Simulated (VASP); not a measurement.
# CaO (Fm-3m) in VASP: a series of runs

The runs below take CaO through single point, with r2SCAN.

Everything below comes from runs of VASP 6.6.1. Logs are shortened: lines on timing, memory, paths and dates and some standing lists are left out, and cuts for length are marked.

## (1) The cell of the first run

It takes space group Fm-3m (No. 225, cubic). The conventional cell has a = 4.744 Å, b = 4.744 Å, c = 4.744 Å, α = 90.00°, β = 90.00°, γ = 90.00°. Ca (site symmetry m-3m) has 6 O at 2.37 Å within 3.1 Å. Within 3.1 Å of O (site symmetry m-3m) lie 6 Ca at 2.37 Å.

## (2) Single point, r2SCAN

File POSCAR:

```
CaO
1.0
    2.3719906459      2.3719906459      0.0000000000
   -2.3719906459      2.3719906459      0.0000000000
    0.0000000000      2.3719906459      2.3719906459
Ca O
1 1
Direct
    0.0000000000      0.0000000000      0.0000000000
    0.5000000000      0.5000000000      0.0000000000
```

File INCAR.step1:

```
PREC = Accurate
ENCUT = 910
ISMEAR = 0
SIGMA = 0.01
LREAL = F
LASPH = T
NELM = 120
NBANDS = 15
GGA = PE
ALGO = Normal
EDIFF = 1E-5
LWAVE = T
LCHARG = F
GGA_COMPAT = F
```

File INCAR.step2:

```
PREC = Accurate
ENCUT = 910
EDIFF = 1E-6
ISMEAR = 0
SIGMA = 0.01
LREAL = F
LASPH = T
NELM = 120
ALGO = Normal
ISIF = 2
LWAVE = F
LCHARG = T
METAGGA = R2SCAN
LMIXTAU = T
LELF = T
LVHAR = T
NBANDS = 15
ISTART = 1
GGA_COMPAT = F
```

File KPOINTS:

```
regular mesh
0
Gamma
  8 8 8
```

Potentials or basis: VASP PAW PBE potentials, release 64 (Ca_sv, O_h).

Command:

```
$ cat potpaw_PBE.64/Ca_sv/POTCAR potpaw_PBE.64/O_h/POTCAR > POTCAR
$ cp INCAR.step1 INCAR
$ mpirun -np 1 vasp_std > vasp.out
$ cp INCAR.step2 INCAR
$ mpirun -np 1 vasp_std > vasp.out
```

OUTCAR:

```text
PREC = Accurate
   ENCUT = 910
   EDIFF = 1E-6
   ISMEAR = 0
   LREAL = F
   LASPH = T
   NELM = 120
   ISIF = 2
   METAGGA = R2SCAN
   ISTART = 1

 ion  position               nearest neighbor table
   1  0.000  0.000  0.000-
   2  0.500  0.500  0.000-

  LATTYP: Found a face centered cubic cell.
 ALAT       =     4.7439812918

  Lattice vectors:

 A1 = (   0.0000000000,   2.3719906459,   2.3719906459)
 A2 = (   2.3719906459,   0.0000000000,   2.3719906459)
 A3 = (   2.3719906459,   2.3719906459,   0.0000000000)

Analysis of symmetry for initial positions (statically):
=====================================================================
 Subroutine PRICEL returns:
 Original cell was already a primitive cell.

 Routine SETGRP: Setting up the symmetry group for a
 face centered cubic supercell.

 Subroutine GETGRP returns: Found 48 space group operations
 (whereof 48 operations were pure point group operations)
 out of a pool of 48 trial point group operations.

The static configuration has the point symmetry O_h .

Analysis of symmetry for dynamics (positions and initial velocities):
=====================================================================
 Subroutine PRICEL returns:
 Original cell was already a primitive cell.

 Routine SETGRP: Setting up the symmetry group for a
 face centered cubic supercell.

 Subroutine GETGRP returns: Found 48 space group operations
 (whereof 48 operations were pure point group operations)
 out of a pool of 48 trial point group operations.

The dynamic configuration has the point symmetry O_h .

 Subroutine INISYM returns: Found 48 space group operations
 (whereof 48 operations are pure point group operations),
 and found     1 'primitive' translations

----------------------------------------------------------------------------------------

                                     Primitive cell

  volume of cell :      26.6912

  direct lattice vectors                    reciprocal lattice vectors
     2.371990646  2.371990646  0.000000000     0.210793411  0.210793411 -0.210793411
    -2.371990646  2.371990646  0.000000000    -0.210793411  0.210793411 -0.210793411
     0.000000000  2.371990646  2.371990646     0.000000000  0.000000000  0.421586823

  length of vectors
     3.354501341  3.354501341  3.354501341     0.365104898  0.365104898  0.421586823

  position of ions in fractional coordinates (direct lattice)
     0.000000000  0.000000000  0.000000000
     0.500000000  0.500000000  0.000000000

  ion indices of the primitive-cell ions
   primitive index   ion index
                 1           1
                 2           2

----------------------------------------------------------------------------------------

 KPOINTS: regular mesh

Automatic generation of k-mesh.
 Grid dimensions read from file:
 generate k-points for:    8    8    8

 Generating k-lattice:

  Cartesian coordinates                     Fractional coordinates (reciprocal lattice)
     0.026349176  0.026349176 -0.026349176     0.125000000  0.000000000  0.000000000
    -0.026349176  0.026349176 -0.026349176     0.000000000  0.125000000  0.000000000
     0.000000000  0.000000000  0.052698353     0.000000000  0.000000000  0.125000000

  Length of vectors
     0.045638112  0.045638112  0.052698353

  Shift w.r.t. Gamma in fractional coordinates (k-lattice)
     0.000000000  0.000000000  0.000000000

 Subroutine IBZKPT returns following result:
 ===========================================

 Found     29 irreducible k-points:

 Following reciprocal coordinates:
            Coordinates               Weight
  0.000000  0.000000  0.000000      1.000000
  0.125000  0.000000  0.000000      8.000000
  0.250000  0.000000  0.000000      8.000000
  0.375000  0.000000  0.000000      8.000000
  0.500000  0.000000  0.000000      4.000000
  0.125000  0.125000  0.000000     12.000000
[... 16 lines left out ...]
  0.375000  0.250000  0.125000     48.000000
  0.500000  0.250000  0.125000     24.000000
 [... further k-points ...]
   k-points           NKPTS =     29   k-points in BZ     NKDIM =     29   number of bands    NBANDS=     15
   number of dos      NEDOS =    301   number of ions     NIONS =      2
   total plane-waves  NPLWV =  46656
   dimension x,y,z NGX =    36 NGY =   36 NGZ =   36
   dimension x,y,z NGXF=    72 NGYF=   72 NGZF=   72
   ions per type =               1   1
   NGX,Y,Z   is equivalent  to a cutoff of  17.84, 17.84, 17.84 a.u.
   NGXF,Y,Z  is equivalent  to a cutoff of  35.68, 35.68, 35.68 a.u.
 SYSTEM =  unknown system
   PREC   = accura    normal or accurate (medium, high low for compatibility)
   ISTART =      1    job   : 0-new  1-cont  2-samecut
   ICHARG =      0    charge: 1-file 2-atom 10-const
   ISPIN  =      1    spin polarized calculation?
   LNONCOLLINEAR =      F non collinear calculations
   LSORBIT =      F    spin-orbit coupling
   LASPH  =      T    aspherical Exc in radial PAW
   ENCUT  =  910.0 eV  66.88 Ry    8.18 a.u.   8.25  8.25  8.25*2*pi/ulx,y,z
   NELM   =    120;   NELMIN=  2; NELMDL=  0     # of ELM steps
   EDIFF  = 0.1E-05   stopping-criterion for ELM
   LREAL  =      F    real-space projection
   EDIFFG = 0.1E-04   stopping-criterion for IOM
   NSW    =      0    number of steps for IOM
   IBRION =     -1    ionic relax: 0-MD 1-quasi-New 2-CG
   NFREE  =      0    steps in history (QN), initial steepest desc. (CG)
   ISIF   =      2    stress and relaxation
   ISYM   =      2    0-nonsym 1-usesym 2-fastsym
   POTIM  = 0.5000    time-step for ionic-motion
   TEBEG  =    0.0;   TEEND  =   0.0 temperature during run
   PSTRESS=    0.0 pullay stress
   NELECT =      16.0000    total number of electrons
   NUPDOWN=      -1.0000    fix difference up-down
   EMIN   =  10.00;   EMAX   =-10.00  energy-range for DOS
   EFERMI =   0.00;   METHOD = LEGACY
   ISMEAR =     0;   SIGMA  =   0.01  broadening in eV -4-tet -1-fermi 0-gaus
   EFERMI_NEDOS =   21; number of points for ismear=-14 and -15
   IALGO  =     38    algorithm
   IMIX   =      4    mixing-type and parameters
     AMIX     =   0.40;   BMIX     =  1.00
     AMIX_MAG =   1.60;   BMIX_MAG =  1.00
  volume/ion in A,a.u.               =      13.35        90.06
  Fermi-wavevector in a.u.,A,eV,Ry     =   1.380358  2.608499 25.924395  1.905389
  Thomas-Fermi vector in A             =   2.505243
   LORBIT       =      0    0 simple, 1 ext, 2 COOP (PROOUT), +10 PAW based schemes
   METAGGA = R2SCAN    functional components
   LHFCALC =     F    Hartree Fock is set to
   AEXX    =    0.0000 exact exchange contribution
   IVDW    =     0    specifies the selected vdW correction
   LEPSILON=     F    determine dielectric tensor
   LRPA    =     F    only Hartree local field effects (RPA)
 non-spin polarized calculation
 Gauss-broadening in eV      SIGMA  =   0.01
  energy-cutoff  :      910.00
  volume of cell :       26.69
 maximum number of plane-waves:      1687
 NGX is ok and might be reduce to    36
   NGX = 17   NGY = 17   NGZ = 17

 number of electron      16.0000001 magnetization

 Free energy of the ion-electron system (eV)
  ---------------------------------------------------
  ext. energy  EPLUGINS =         0.00000000
  ---------------------------------------------------
  free energy    TOTEN  =       -19.44607252 eV

  energy without entropy =      -19.44607252  energy(sigma->0) =      -19.44607252

 E-fermi :   2.6133     XC(G=0): -11.2863

 val. band max:        2.5255211150   @ k =   0.0000   0.0000   0.0000
 cond. band min:       6.7050561375   @ k =   0.5000   0.5000   0.0000
 fundamental gap:      4.1795350226
 Fermi energy:         2.6133186405

 k-point     1 :       0.0000    0.0000    0.0000
  band No.  band energies     occupation
      1     -36.3658      2.00000
      2     -16.2276      2.00000
      3     -16.2276      2.00000
      4     -16.2276      2.00000
      5     -14.0259      2.00000
      6       2.5255      2.00000
      7       2.5255      2.00000
      8       2.5255      2.00000
      9       8.2924      0.00000
     10       9.4792      0.00000
     11       9.4792      0.00000
     12       9.4792      0.00000
     13      11.1454      0.00000
     14      11.1454      0.00000
     15      18.5610      0.00000

 k-point     2 :       0.1250    0.0000    0.0000
  band No.  band energies     occupation
      1     -36.3483      2.00000
      2     -16.5245      2.00000
      3     -16.2359      2.00000
      4     -16.2359      2.00000
      5     -13.7219      2.00000
      6       1.9990      2.00000
      7       2.3030      2.00000
      8       2.3030      2.00000
      9       8.9784      0.00000
     10       9.4396      0.00000
     11       9.7636      0.00000
     12       9.7636      0.00000
     13      11.5435      0.00000
     14      11.5435      0.00000
     15      19.2069      0.00000

 k-point     3 :       0.2500    0.0000    0.0000
  band No.  band energies     occupation
      1     -36.3055      2.00000
      2     -17.0625      2.00000
      3     -16.2556      2.00000
      4     -16.2556      2.00000
      5     -13.1651      2.00000
      6       0.9784      2.00000
      7       1.8243      2.00000
      8       1.8243      2.00000
      9       9.5290      0.00000
     10      10.4749      0.00000
     11      10.5121      0.00000
     12      10.5121      0.00000
     13      12.5031      0.00000
     14      12.5031      0.00000
     15      19.7082      0.00000

 k-point     4 :       0.3750    0.0000    0.0000
  band No.  band energies     occupation
      1     -36.2624      2.00000
      2     -17.4822      2.00000
      3     -16.2751      2.00000
      4     -16.2751      2.00000
      5     -12.7234      2.00000
      6       0.1419      2.00000
      7       1.4067      2.00000
      8       1.4067      2.00000
      9      10.0263      0.00000
     10      11.3842      0.00000
     11      11.3842      0.00000
     12      11.7094      0.00000
     13      13.5450      0.00000
     14      13.5450      0.00000
     15      18.7861      0.00000
[... 307 lines left out ...]
 k-point    22 :       0.2500    0.2500    0.1250
  band No.  band energies     occupation
      1     -36.2745      2.00000
      2     -17.1009      2.00000
      3     -16.4077      2.00000
      4     -16.2958      2.00000
      5     -13.1292      2.00000
      6       0.6639      2.00000
      7       1.7061      2.00000
      8       2.0127      2.00000
      9       8.5620      0.00000
     10      10.6720      0.00000
     11      11.2591      0.00000
     12      11.6318      0.00000
     13      12.4939      0.00000
     14      13.8314      0.00000
     15      20.2312      0.00000

 k-point    23 :       0.3750    0.2500    0.1250
  band No.  band energies     occupation
      1     -36.2404      2.00000
      2     -17.2802      2.00000
      3     -16.4801      2.00000
      4     -16.3382      2.00000
      5     -12.9705      2.00000
      6       0.4882      2.00000
      7       1.4014      2.00000
      8       1.6725      2.00000
      9       9.1102      0.00000
     10      10.9419      0.00000
     11      11.9007      0.00000
     12      12.0942      0.00000
     13      13.5212      0.00000
     14      14.8357      0.00000
     15      18.8142      0.00000

 k-point    24 :       0.5000    0.2500    0.1250
  band No.  band energies     occupation
      1     -36.2262      2.00000
      2     -17.3518      2.00000
      3     -16.4958      2.00000
      4     -16.3684      2.00000
      5     -12.9104      2.00000
      6       0.4406      2.00000
      7       1.3703      2.00000
      8       1.4169      2.00000
      9      10.0660      0.00000
     10      10.1584      0.00000
     11      12.2151      0.00000
     12      12.5077      0.00000
     13      13.8262      0.00000
     14      15.6595      0.00000
     15      17.9397      0.00000

 [... further k-points ...]

------------------------ aborting loop because EDIFF is reached ----------------------------------------

  FORCE on cell =-STRESS in cart. coord.  units (eV):
  Direction    XX          YY          ZZ          XY          YZ          ZX
  --------------------------------------------------------------------------------------
  -------------------------------------------------------------------------------------
  Total        0.8443063      0.8443063      0.8443063      0.0000000      0.0000000      0.0000000
  in kB       50.6805936     50.6805936     50.6805936      0.0000000      0.0000000      0.0000000
  external PRESSURE =      50.6805936 kB  Pullay stress =       0.0000000 kB

 VOLUME and BASIS-vectors are now :
 -----------------------------------------------------------------------------
  energy-cutoff  :      910.00
  volume of cell :       26.69
      direct lattice vectors                 reciprocal lattice vectors
     2.371990646  2.371990646  0.000000000     0.210793411  0.210793411 -0.210793411
    -2.371990646  2.371990646  0.000000000    -0.210793411  0.210793411 -0.210793411
     0.000000000  2.371990646  2.371990646     0.000000000  0.000000000  0.421586823

 POSITION                                       TOTAL-FORCE (eV/Angst)
 -----------------------------------------------------------------------------------
      0.00000      0.00000      0.00000         0.000000      0.000000      0.000000
      0.00000      2.37199      0.00000         0.000000     -0.000000      0.000000
 -----------------------------------------------------------------------------------
    total drift:                               -0.000000      0.000000     -0.000000

  FREE ENERGIE OF THE ION-ELECTRON SYSTEM (eV)
  ---------------------------------------------------
  free  energy   TOTEN  =       -19.4460725216 eV

  energy  without entropy=      -19.4460725216  energy(sigma->0) =      -19.44607252
```

It took 58 s on 1 thread of Intel Xeon 6975P-C (Granite Rapids), shared host; peak memory 0.23 GiB.

What came out:

| Property | Result |
| --- | --- |
| Free energy | -19.4461 eV |
| Pressure | 5.1 GPa |
| Band gap on the k mesh | 4.18 eV (least direct gap 4.54 eV) |

Levels at points of the mesh, in eV from the valence-band top:
```
           k point  band 6  band 7  band 8  band 9  band 10  band 11
(0.00, 0.00, 0.00)    0.00    0.00    0.00    5.77     6.95     6.95
(0.50, 0.00, 0.00)   -2.70   -1.28   -1.28    7.89     9.27     9.27
(0.50, 0.50, 0.00)   -1.27   -0.36   -0.36    4.18     9.06     9.86
```

Caveat: the cutoff is under 1.25 times the usual one of these potentials, so pressure, stress and relaxed cells hold a basis-set (Pulay) error; the cell stands under pressure; the PAW data sets were made with another functional, which shifts forces and pressure a little.

## (3) Single point, r2SCAN

This run uses another cell than the first one, of 14.03 Å³/atom.

File POSCAR:

```
CaO
1.0
    2.4117632683      2.4117632683      0.0000000000
   -2.4117632683      2.4117632683      0.0000000000
    0.0000000000      2.4117632683      2.4117632683
Ca O
1 1
Direct
    0.0000000000      0.0000000000      0.0000000000
    0.5000000000      0.5000000000      0.0000000000
```

File INCAR.step1:

```
  PREC = Accurate
  ENCUT = 910
  ISMEAR = 0
  SIGMA = 0.01
  LREAL = F
  LASPH = T
  NELM = 120
  NBANDS = 15
  GGA = PE
  ALGO = Normal
  EDIFF = 1E-5
  LWAVE = T
  LCHARG = F
  GGA_COMPAT = F
```

File INCAR.step2:

```
  PREC = Accurate
  ENCUT = 910
  EDIFF = 1E-6
  ISMEAR = 0
  SIGMA = 0.01
  LREAL = F
  LASPH = T
  NELM = 120
  ALGO = Normal
  ISIF = 2
  LWAVE = F
  LCHARG = T
  METAGGA = R2SCAN
  LMIXTAU = T
  LELF = T
  LVHAR = T
  NBANDS = 15
  ISTART = 1
  GGA_COMPAT = F
```

KPOINTS is that of step 2.

Potentials or basis: VASP PAW PBE potentials, release 64 (Ca_sv, O_h).

Command:

```
$ cat potpaw_PBE.64/Ca_sv/POTCAR potpaw_PBE.64/O_h/POTCAR > POTCAR
$ cp INCAR.step1 INCAR
$ mpirun -np 1 vasp_std > vasp.out
$ cp INCAR.step2 INCAR
$ mpirun -np 1 vasp_std > vasp.out
```

OUTCAR:

```text
PREC = Accurate
   ENCUT = 910
   EDIFF = 1E-6
   ISMEAR = 0
   LREAL = F
   LASPH = T
   NELM = 120
   ISIF = 2
   METAGGA = R2SCAN
   ISTART = 1

 ion  position               nearest neighbor table
   1  0.000  0.000  0.000-
   2  0.500  0.500  0.000-

  LATTYP: Found a face centered cubic cell.
 ALAT       =     4.8235265366

  Lattice vectors:

[... 615 lines left out ...]
     14      14.8550      0.00000
     15      16.9587      0.00000

 [... further k-points ...]

------------------------ aborting loop because EDIFF is reached ----------------------------------------

  FORCE on cell =-STRESS in cart. coord.  units (eV):
  Direction    XX          YY          ZZ          XY          YZ          ZX
  --------------------------------------------------------------------------------------
  -------------------------------------------------------------------------------------
  Total       -0.2058079     -0.2058079     -0.2058079     -0.0000000      0.0000000      0.0000000
  in kB      -11.7527260    -11.7527260    -11.7527260     -0.0000000      0.0000000      0.0000000
  external PRESSURE =     -11.7527260 kB  Pullay stress =       0.0000000 kB

 VOLUME and BASIS-vectors are now :
 -----------------------------------------------------------------------------
  energy-cutoff  :      910.00
  volume of cell :       28.06
      direct lattice vectors                 reciprocal lattice vectors
     2.411763268  2.411763268  0.000000000     0.207317197  0.207317197 -0.207317197
    -2.411763268  2.411763268  0.000000000    -0.207317197  0.207317197 -0.207317197
     0.000000000  2.411763268  2.411763268     0.000000000  0.000000000  0.414634393

 POSITION                                       TOTAL-FORCE (eV/Angst)
 -----------------------------------------------------------------------------------
      0.00000      0.00000      0.00000         0.000000      0.000000      0.000000
      0.00000      2.41176      0.00000        -0.000000     -0.000000      0.000000
 -----------------------------------------------------------------------------------
    total drift:                               -0.000000      0.000000     -0.000000

  FREE ENERGIE OF THE ION-ELECTRON SYSTEM (eV)
  ---------------------------------------------------
  free  energy   TOTEN  =       -19.4637999354 eV

  energy  without entropy=      -19.4637999354  energy(sigma->0) =      -19.46379994
```

OSZICAR.step1:

```text
N       E                     dE             d eps       ncg     rms          rms(c)
DAV:   1     0.173604868429E+03    0.17360E+03   -0.11763E+04   870   0.169E+03
DAV:   2    -0.487565837614E+00   -0.17409E+03   -0.15816E+03  1080   0.356E+02
DAV:   3    -0.141114795251E+02   -0.13624E+02   -0.13296E+02  1004   0.916E+01
DAV:   4    -0.145019190471E+02   -0.39044E+00   -0.38981E+00  1295   0.150E+01
DAV:   5    -0.145061046235E+02   -0.41856E-02   -0.41845E-02  1025   0.154E+00    0.872E+00
DAV:   6    -0.128849178985E+02    0.16212E+01   -0.50040E+00  1138   0.217E+01    0.374E+00
DAV:   7    -0.128140546988E+02    0.70863E-01   -0.43720E-01   976   0.712E+00    0.184E+00
DAV:   8    -0.128123353036E+02    0.17194E-02   -0.98042E-02  1115   0.350E+00    0.514E-01
DAV:   9    -0.128101760028E+02    0.21593E-02   -0.60792E-03   940   0.680E-01    0.133E-01
DAV:  10    -0.128108755559E+02   -0.69955E-03   -0.94600E-04  1038   0.293E-01    0.465E-02
DAV:  11    -0.128108595471E+02    0.16009E-04   -0.54466E-05  1206   0.875E-02    0.790E-03
DAV:  12    -0.128108602367E+02   -0.68966E-06   -0.83421E-06   770   0.314E-02
   1 F= -.12810860E+02 E0= -.12810860E+02  d E =-.298690E-68
```

Run time: 2.5 min. Hardware: 1 thread of AMD EPYC 7R43 (Zen 3), shared host; peak memory 0.2 GiB.

What came out:

| Quantity | Value |
| --- | --- |
| Free energy | -19.4638 eV |
| Pressure | -1.2 GPa |
| Band gap on the k mesh | 4.20 eV (least direct gap 4.57 eV) |

Levels at points of the mesh, in eV from the valence-band top:
```
           k point  band 6  band 7  band 8  band 9  band 10  band 11
(0.00, 0.00, 0.00)    0.00    0.00    0.00    5.34     6.83     6.83
(0.50, 0.00, 0.00)   -2.58   -1.17   -1.17    7.65     8.99     8.99
(0.50, 0.50, 0.00)   -1.30   -0.38   -0.38    4.20     8.68     9.57
```

Caveat: the cutoff is under 1.25 times the usual one of these potentials, so pressure, stress and relaxed cells hold a basis-set (Pulay) error; the PAW data sets were made with another functional, which shifts forces and pressure a little.

(Continued in part 2 of 2.)
